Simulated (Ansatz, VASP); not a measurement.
## SiO2 in VASP and in Ansatz

```
CELL_PARAMETERS angstrom
-4.50526 4.50526 2.63651
4.50526 -4.50526 2.63651
4.50526 4.50526 -2.63651
ATOMIC_POSITIONS crystal
Si 0.17693 0.17693 0.35386
Si 0.82307 0.17693 0.00000
Si 0.17693 0.82307 0.00000
Si 0.82307 0.82307 0.64614
O 0.50000 0.50000 0.50000
O 0.00000 0.50000 0.00000
O 0.50000 0.00000 0.00000
O 0.00000 0.00000 0.50000
O 0.00000 0.20945 0.20945
O 0.79055 0.00000 0.79055
O 0.20945 0.00000 0.20945
O 0.00000 0.79055 0.79055
```

Alike in both runs: functional PBE; k mesh 6 × 6 × 6; occupations gaussian, width 0.02 eV; no spin polarisation.

Ansatz relaxed the structure, and its values are those at the end. VASP's run is a single point on that final structure, the one shown.

|  | VASP | Ansatz |
| --- | --- | --- |
| version | VASP 6.6.1 | Ansatz 0.2.0 |
| potentials or method | VASP PAW PBE potentials, release 64 (Si, O), cutoff 520 eV | scalar-relativistic, plane waves, PAW |
| valence electrons in the cell | 64 | 64 |

|  | VASP | Ansatz | Ansatz less VASP |
| --- | --- | --- | --- |
| gap on the k mesh at the Fermi level (eV) | 5.36 | 5.36 | +0.003 |
| least direct gap on the mesh (eV) | 5.36 | 5.36 | +0.002 |
| pressure (GPa) | 0.0 | 0.0 | -0.04 |
| rms of the force components (eV/Å) | 0.008 | 0.002 | -0.0067 |
